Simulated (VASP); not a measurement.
# KY3Hg (P4/mmm) in VASP: a series of runs

The runs below take KY3Hg through single point, relaxation of cell and atoms, with PBE.

Everything below comes from runs of VASP 6.6.1. Logs are shortened: lines on timing, memory, paths and dates and some standing lists are left out, and cuts for length are marked.

### 1 The cell of the first run

Symmetry: P4/mmm, No. 123, tetragonal system. Conventional cell: a = 5.565 Å, b = 5.565 Å, c = 5.307 Å, α = 90.00°, β = 90.00°, γ = 90.00°. K (site symmetry 4/mmm) has 2 Hg at 2.65 Å and 4 Y at 2.78 Å within 3.5 Å. Within 4.0 Å of Y (site symmetry mmm) lie 2 K at 2.78 Å and 6 Y at 2.78 to 3.94 Å and 4 Hg at 3.85 Å. Y (site symmetry 4/mmm) has 4 Y at 2.78 Å within 3.7 Å. Within 3.5 Å of Hg (site symmetry 4/mmm) lie 2 K at 2.65 Å.

The cell was generated, and may not be a known phase.

### 2 Single point, PBE

Contents of INCAR:

```
SYSTEM = KY3Hg
  PREC = Accurate
  ENCUT = 520
  EDIFF = 1E-6
  ISMEAR = 0
  SIGMA = 0.1
  LREAL = .FALSE.
  LASPH = .TRUE.
  NELM = 80
  ALGO = Normal
  ISIF = 2
  LWAVE = .FALSE.
  LCHARG = .FALSE.
  GGA = PE
  NBANDS = 35
```

Contents of KPOINTS:

```
regular mesh
0
G
  4 4 4
  0 0 0
```

Contents of POSCAR:

```
KY3Hg
1.0
    5.5651462800      0.0000000000      0.0000000000
    0.0000000000      5.5651462800      0.0000000000
    0.0000000000      0.0000000000      5.3074850800
K Y Hg
1 3 1
Direct
    0.5000000000      0.5000000000      0.0000000000
    0.0000000000      0.5000000000      0.0000000000
    0.5000000000      0.0000000000      0.0000000000
    0.0000000000      0.0000000000      0.0000000000
    0.5000000000      0.5000000000      0.5000000000
```

Potentials or basis: VASP PAW PBE potentials, release 64 (K_sv, Y_sv, Hg).

Launch:

```sh
> cat potpaw_PBE.64/K_sv/POTCAR potpaw_PBE.64/Y_sv/POTCAR potpaw_PBE.64/Hg/POTCAR > POTCAR
> mpirun -np 1 vasp_std > vasp.out
```

OUTCAR:

```text
SYSTEM = KY3Hg
   PREC = Accurate
   ENCUT = 520
   EDIFF = 1E-6
   ISMEAR = 0
   LREAL = .FALSE.
   LASPH = .TRUE.
   NELM = 80
   ISIF = 2
   GGA = PE

 ion  position               nearest neighbor table
   1  0.500  0.500  0.000-   5 2.65   5 2.65   2 2.78   3 2.78   3 2.78   2 2.78   4 3.94   4 3.94
                             4 3.94   4 3.94
   2  0.000  0.500  0.000-   1 2.78   4 2.78   4 2.78   1 2.78   5 3.85   5 3.85   5 3.85   5 3.85
                             3 3.94   3 3.94   3 3.94   3 3.94
   3  0.500  0.000  0.000-   1 2.78   4 2.78   1 2.78   4 2.78   5 3.85   5 3.85   5 3.85   5 3.85
                             2 3.94   2 3.94   2 3.94   2 3.94
   4  0.000  0.000  0.000-   2 2.78   3 2.78   2 2.78   3 2.78   1 3.94   1 3.94   1 3.94   1 3.94

   5  0.500  0.500  0.500-   1 2.65   1 2.65   3 3.85   2 3.85   2 3.85   3 3.85   3 3.85   3 3.85
                             2 3.85   2 3.85

  LATTYP: Found a simple tetragonal cell.
 ALAT       =     5.5651462800
 C/A-ratio  =     0.9537009115

  Lattice vectors:

 A1 = (   5.5651462800,   0.0000000000,   0.0000000000)
 A2 = (   0.0000000000,   5.5651462800,   0.0000000000)
 A3 = (   0.0000000000,   0.0000000000,   5.3074850800)

Analysis of symmetry for initial positions (statically):
=====================================================================
 Subroutine PRICEL returns:
 Original cell was already a primitive cell.

 Routine SETGRP: Setting up the symmetry group for a
 simple tetragonal supercell.

 Subroutine GETGRP returns: Found 16 space group operations
 (whereof 16 operations were pure point group operations)
 out of a pool of 16 trial point group operations.

The static configuration has the point symmetry D_4h.

Analysis of symmetry for dynamics (positions and initial velocities):
=====================================================================
 Subroutine PRICEL returns:
 Original cell was already a primitive cell.

 Routine SETGRP: Setting up the symmetry group for a
 simple tetragonal supercell.

 Subroutine GETGRP returns: Found 16 space group operations
 (whereof 16 operations were pure point group operations)
 out of a pool of 16 trial point group operations.

The dynamic configuration has the point symmetry D_4h.

 Subroutine INISYM returns: Found 16 space group operations
 (whereof 16 operations are pure point group operations),
 and found     1 'primitive' translations

----------------------------------------------------------------------------------------

                                     Primitive cell

  volume of cell :     164.3773

  direct lattice vectors                    reciprocal lattice vectors
     5.565146280  0.000000000  0.000000000     0.179689796  0.000000000  0.000000000
     0.000000000  5.565146280  0.000000000     0.000000000  0.179689796  0.000000000
     0.000000000  0.000000000  5.307485080     0.000000000  0.000000000  0.188413153

  length of vectors
     5.565146280  5.565146280  5.307485080     0.179689796  0.179689796  0.188413153

  position of ions in fractional coordinates (direct lattice)
     0.500000000  0.500000000  0.000000000
     0.000000000  0.500000000  0.000000000
     0.500000000  0.000000000  0.000000000
     0.000000000  0.000000000  0.000000000
     0.500000000  0.500000000  0.500000000

  ion indices of the primitive-cell ions
   primitive index   ion index
                 1           1
                 2           2
                 3           3
                 4           4
                 5           5

----------------------------------------------------------------------------------------

 KPOINTS: regular mesh

Automatic generation of k-mesh.
 Grid dimensions read from file:
 generate k-points for:    4    4    4

 Generating k-lattice:

  Cartesian coordinates                     Fractional coordinates (reciprocal lattice)
     0.044922449  0.000000000  0.000000000     0.250000000  0.000000000  0.000000000
     0.000000000  0.044922449  0.000000000     0.000000000  0.250000000  0.000000000
     0.000000000  0.000000000  0.047103288     0.000000000  0.000000000  0.250000000

  Length of vectors
     0.044922449  0.044922449  0.047103288

  Shift w.r.t. Gamma in fractional coordinates (k-lattice)
     0.000000000  0.000000000  0.000000000

 Subroutine IBZKPT returns following result:
 ===========================================

 Found     18 irreducible k-points:

 Following reciprocal coordinates:
            Coordinates               Weight
  0.000000  0.000000  0.000000      1.000000
  0.250000  0.000000  0.000000      4.000000
  0.500000  0.000000  0.000000      2.000000
  0.250000  0.250000  0.000000      4.000000
  0.500000  0.250000  0.000000      4.000000
  0.500000  0.500000  0.000000      1.000000
[... 10 lines left out ...]
  0.500000  0.250000  0.500000      4.000000
  0.500000  0.500000  0.500000      1.000000
   k-points           NKPTS =     18   k-points in BZ     NKDIM =     18   number of bands    NBANDS=     35
   number of dos      NEDOS =    301   number of ions     NIONS =      5
   total plane-waves  NPLWV =  70560
   dimension x,y,z NGX =    42 NGY =   42 NGZ =   40
   dimension x,y,z NGXF=    84 NGYF=   84 NGZF=   80
   ions per type =               1   3   1
   NGX,Y,Z   is equivalent  to a cutoff of  12.55, 12.55, 12.53 a.u.
   NGXF,Y,Z  is equivalent  to a cutoff of  25.09, 25.09, 25.06 a.u.
 SYSTEM =  KY3Hg
   PREC   = accura    normal or accurate (medium, high low for compatibility)
   ISTART =      0    job   : 0-new  1-cont  2-samecut
   ICHARG =      2    charge: 1-file 2-atom 10-const
   ISPIN  =      1    spin polarized calculation?
   LNONCOLLINEAR =      F non collinear calculations
   LSORBIT =      F    spin-orbit coupling
   LASPH  =      T    aspherical Exc in radial PAW
   ENCUT  =  520.0 eV  38.22 Ry    6.18 a.u.  10.35 10.35  9.87*2*pi/ulx,y,z
   NELM   =     80;   NELMIN=  2; NELMDL= -5     # of ELM steps
   EDIFF  = 0.1E-05   stopping-criterion for ELM
   LREAL  =      F    real-space projection
   EDIFFG = 0.1E-04   stopping-criterion for IOM
   NSW    =      0    number of steps for IOM
   IBRION =     -1    ionic relax: 0-MD 1-quasi-New 2-CG
   NFREE  =      0    steps in history (QN), initial steepest desc. (CG)
   ISIF   =      2    stress and relaxation
   ISYM   =      2    0-nonsym 1-usesym 2-fastsym
   POTIM  = 0.5000    time-step for ionic-motion
   TEBEG  =    0.0;   TEEND  =   0.0 temperature during run
   PSTRESS=    0.0 pullay stress
   NELECT =      54.0000    total number of electrons
   NUPDOWN=      -1.0000    fix difference up-down
   EMIN   =  10.00;   EMAX   =-10.00  energy-range for DOS
   EFERMI =   0.00;   METHOD = LEGACY
   ISMEAR =     0;   SIGMA  =   0.10  broadening in eV -4-tet -1-fermi 0-gaus
   EFERMI_NEDOS =   21; number of points for ismear=-14 and -15
   IALGO  =     38    algorithm
   IMIX   =      4    mixing-type and parameters
     AMIX     =   0.40;   BMIX     =  1.00
     AMIX_MAG =   1.60;   BMIX_MAG =  1.00
  volume/ion in A,a.u.               =      32.88       221.85
  Fermi-wavevector in a.u.,A,eV,Ry     =   1.129602  2.134638 17.361042  1.276001
  Thomas-Fermi vector in A             =   2.266296
   LORBIT       =      0    0 simple, 1 ext, 2 COOP (PROOUT), +10 PAW based schemes
   GGA     = PE    functional components
   LHFCALC =     F    Hartree Fock is set to
   AEXX    =    0.0000 exact exchange contribution
   IVDW    =     0    specifies the selected vdW correction
   LEPSILON=     F    determine dielectric tensor
   LRPA    =     F    only Hartree local field effects (RPA)
 non-spin polarized calculation
 Gauss-broadening in eV      SIGMA  =   0.10
  energy-cutoff  :      520.00
  volume of cell :      164.38
 maximum number of plane-waves:      4464
 NGX is ok and might be reduce to    42
   NGX = 21   NGY = 21   NGZ = 19

 number of electron      54.0000009 magnetization

 Free energy of the ion-electron system (eV)
  ---------------------------------------------------
  ext. energy  EPLUGINS =         0.00000000
  ---------------------------------------------------
  free energy    TOTEN  =       -11.80055842 eV

  energy without entropy =      -11.76665511  energy(sigma->0) =      -11.78360677

 E-fermi :   2.1819     XC(G=0):  -8.8128

 val. band max:        2.1651659772   @ k =   0.0000   0.0000   0.5000
 cond. band min:       2.1823701457   @ k =   0.2500   0.2500   0.2500
 fundamental gap:      0.0172041685
 Fermi energy:         2.1818685769

 k-point     1 :       0.0000    0.0000    0.0000
  band No.  band energies     occupation
      1     -40.9342      2.00000
      2     -40.8500      2.00000
      3     -39.9862      2.00000
      4     -29.7727      2.00000
      5     -21.7451      2.00000
      6     -21.7451      2.00000
[... 27 lines left out ...]
     34       3.7395      0.00000
     35       3.7396      0.00000

 k-point     2 :       0.2500    0.0000    0.0000
  band No.  band energies     occupation
      1     -40.9162      2.00000
      2     -40.8535      2.00000
      3     -40.0044      2.00000
      4     -29.7838      2.00000
      5     -21.7253      2.00000
      6     -21.4681      2.00000
[... 27 lines left out ...]
     34       4.0694      0.00000
     35       4.4879      0.00000

 k-point     3 :       0.5000    0.0000    0.0000
  band No.  band energies     occupation
      1     -40.8933      2.00000
      2     -40.8613      2.00000
      3     -40.0231      2.00000
      4     -29.7948      2.00000
      5     -21.7038      2.00000
      6     -21.2098      2.00000
[... 27 lines left out ...]
     34       4.3106      0.00000
     35       4.3559      0.00000

 k-point     4 :       0.2500    0.2500    0.0000
  band No.  band energies     occupation
      1     -40.8990      2.00000
      2     -40.8553      2.00000
      3     -40.0234      2.00000
      4     -29.7949      2.00000
      5     -21.4547      2.00000
      6     -21.4338      2.00000
[... 27 lines left out ...]
     34       4.2010      0.00000
     35       4.2231      0.00000

 k-point     5 :       0.5000    0.2500    0.0000
  band No.  band energies     occupation
      1     -40.8773      2.00000
      2     -40.8609      2.00000
      3     -40.0431      2.00000
      4     -29.8059      2.00000
      5     -21.4172      2.00000
      6     -21.1378      2.00000
[... 410 lines left out ...]
 k-point    16 :       0.2500    0.2500    0.5000
  band No.  band energies     occupation
      1     -40.8989      2.00000
      2     -40.8552      2.00000
      3     -40.0233      2.00000
      4     -29.7847      2.00000
      5     -21.4543      2.00000
      6     -21.4336      2.00000
[... 27 lines left out ...]
     34       4.3970      0.00000
     35       4.4664      0.00000

 k-point    17 :       0.5000    0.2500    0.5000
  band No.  band energies     occupation
      1     -40.8772      2.00000
      2     -40.8609      2.00000
      3     -40.0430      2.00000
      4     -29.7957      2.00000
      5     -21.4169      2.00000
      6     -21.1376      2.00000
[... 27 lines left out ...]
     34       4.3779      0.00000
     35       4.3887      0.00000

 k-point    18 :       0.5000    0.5000    0.5000
  band No.  band energies     occupation
      1     -40.8605      2.00000
      2     -40.8605      2.00000
      3     -40.0638      2.00000
      4     -29.8067      2.00000
      5     -21.0758      2.00000
      6     -21.0439      2.00000
[... 27 lines left out ...]
     34       4.5241      0.00000
     35       4.6385      0.00000

------------------------ aborting loop because EDIFF is reached ----------------------------------------

  FORCE on cell =-STRESS in cart. coord.  units (eV):
  Direction    XX          YY          ZZ          XY          YZ          ZX
  --------------------------------------------------------------------------------------
  -------------------------------------------------------------------------------------
  Total       13.1828032     13.1828032      4.5174142      0.0000000     -0.0000000     -0.0000000
  in kB      128.4920923    128.4920923     44.0309991      0.0000000     -0.0000000     -0.0000000
  external PRESSURE =     100.3383946 kB  Pullay stress =       0.0000000 kB

 VOLUME and BASIS-vectors are now :
 -----------------------------------------------------------------------------
  energy-cutoff  :      520.00
  volume of cell :      164.38
      direct lattice vectors                 reciprocal lattice vectors
     5.565146280  0.000000000  0.000000000     0.179689796  0.000000000  0.000000000
     0.000000000  5.565146280  0.000000000     0.000000000  0.179689796  0.000000000
     0.000000000  0.000000000  5.307485080     0.000000000  0.000000000  0.188413153

 POSITION                                       TOTAL-FORCE (eV/Angst)
 -----------------------------------------------------------------------------------
      2.78257      2.78257      0.00000         0.000000      0.000000      0.000000
      0.00000      2.78257      0.00000         0.000000      0.000000      0.000000
      2.78257      0.00000      0.00000         0.000000      0.000000      0.000000
      0.00000      0.00000      0.00000         0.000000      0.000000      0.000000
      2.78257      2.78257      2.65374         0.000000      0.000000      0.000000
 -----------------------------------------------------------------------------------
    total drift:                                0.000000      0.000000     -0.000000

  FREE ENERGIE OF THE ION-ELECTRON SYSTEM (eV)
  ---------------------------------------------------
  free  energy   TOTEN  =       -11.8005584200 eV

  energy  without entropy=      -11.7666551102  energy(sigma->0) =      -11.78360677
```

It took 62 s on 1 thread of AMD EPYC 9R45 (Zen 5), shared host; peak memory 0.28 GiB.

What came out:

| Quantity | Value |
| --- | --- |
| Free energy | -11.8006 eV |
| Pressure | 10.0 GPa |
| Band gap on the k mesh | zero (bands 27 and 28 overlap by 1.06 eV) |

Caveat: the stress differs along the axes, from 4 to 13 GPa; spin-orbit coupling is left out, which moves the levels of the heavy elements.

### 3 Relaxation of cell and atoms, PBE

Contents of INCAR:

```
SYSTEM = KY3Hg
  ALGO = Fast
  EDIFF = 1E-6
  EDIFFG = -0.04
  ENCUT = 600
  GGA = PE
  IBRION = 2
  ISIF = 3
  ISMEAR = 0
  LASPH = .TRUE.
  LCHARG = .FALSE.
  LREAL = .FALSE.
  LWAVE = .FALSE.
  NELM = 100
  NSW = 90
  PREC = Accurate
  SIGMA = 0.1
```

Contents of KPOINTS:

```
k-points
0
G
  4 4 4
  0 0 0
```

POSCAR is that of step 2.

Potentials or basis: VASP PAW PBE potentials, release 64 (K_sv, Y_sv, Hg).

Launch:

```sh
> cat potpaw_PBE.64/K_sv/POTCAR potpaw_PBE.64/Y_sv/POTCAR potpaw_PBE.64/Hg/POTCAR > POTCAR
> mpirun -np 1 vasp_std > vasp.out
```

Wall time 44 min (1 thread of AMD EPYC 9R45 (Zen 5), shared host); peak memory 0.4 GiB.

Results (log left out):

- Free energy: -14.1105 eV
- Relaxed volume: 51.56 Å³/atom
- Relaxed cell: a = 6.591 Å, b = 6.591 Å, c = 5.934 Å, α = 90.00°, β = 90.00°, γ = 90.00°
- Space group after relaxing (to 0.1 Å): P4/mmm (No. 123)
- Energy gained by relaxing: 462.0 meV/atom
- Ionic steps: 11
- Pressure after relaxing: 0.1 GPa
- Band gap on the k mesh: zero (bands 27 and 28 overlap by 0.72 eV)

Stress tensor (GPa, compression positive):
```
 0.11  0.00  0.00
 0.00  0.11  0.00
 0.00  0.00 -0.03
```

Step by step:
| step | energy change (eV) | largest force (eV/Å) | pressure (GPa) | volume (Å³) |
| --- | --- | --- | --- | --- |
| 1 | 0.0000 | 0.0000 | 10.05 | 164.38 |
| 2 | -2.0401 | 0.0000 | 2.16 | 218.04 |
| 3 | -2.2619 | 0.0000 | 0.62 | 239.80 |
| 4 | -2.2739 | 0.0000 | 0.25 | 246.39 |
| 5 | -2.2740 | 0.0000 | 0.12 | 248.24 |
| 6 | -2.2973 | 0.0000 | 0.11 | 251.64 |
| 7 | -2.3080 | 0.0000 | 0.07 | 254.79 |
| 8 | -2.3038 | 0.0000 | 0.03 | 261.03 |
| 9 | -2.3101 | 0.0000 | 0.13 | 257.12 |
| 10 | -2.3079 | 0.0000 | 0.01 | 259.36 |
| 11 | -2.3098 | 0.0000 | 0.07 | 257.80 |

Final structure:
```yaml
crystal:
  lattice:
    - [6.59118, 0.00000, 0.00000]
    - [0.00000, 6.59118, 0.00000]
    - [0.00000, 0.00000, 5.93412]
  atoms:
    - { symbol: K, position: [0.50000, 0.50000, 0.00000] }
    - { symbol: Y, position: [0.00000, 0.50000, 0.00000] }
    - { symbol: Y, position: [0.50000, 0.00000, 0.00000] }
    - { symbol: Y, position: [0.00000, 0.00000, 0.00000] }
    - { symbol: Hg, position: [0.50000, 0.50000, 0.50000] }
```

Levels at points of the mesh, in eV from the Fermi level:
```csv
k point,band 24,band 25,band 26,band 27,band 28,band 29,band 30,band 31
"(0.00, 0.00, 0.00)",-1.05,-0.72,0.01,0.01,0.05,0.44,0.55,0.60
"(0.50, 0.00, 0.00)",-0.77,-0.50,-0.10,0.04,0.17,0.39,0.68,0.69
"(0.50, 0.50, 0.00)",-1.43,-1.18,0.37,0.38,0.50,0.63,0.63,1.13
"(0.00, 0.00, 0.50)",-1.04,-0.65,-0.50,-0.50,-0.35,0.79,0.79,0.80
"(0.50, 0.00, 0.50)",-1.47,-0.50,-0.33,-0.05,0.12,0.16,0.46,0.78
"(0.50, 0.50, 0.50)",-0.86,-0.81,-0.49,-0.14,-0.14,-0.11,1.32,1.33
```

Caveat: the volume moved by over 15 % at a fixed basis, so the end points are rough; spin-orbit coupling is left out, which moves the levels of the heavy elements.
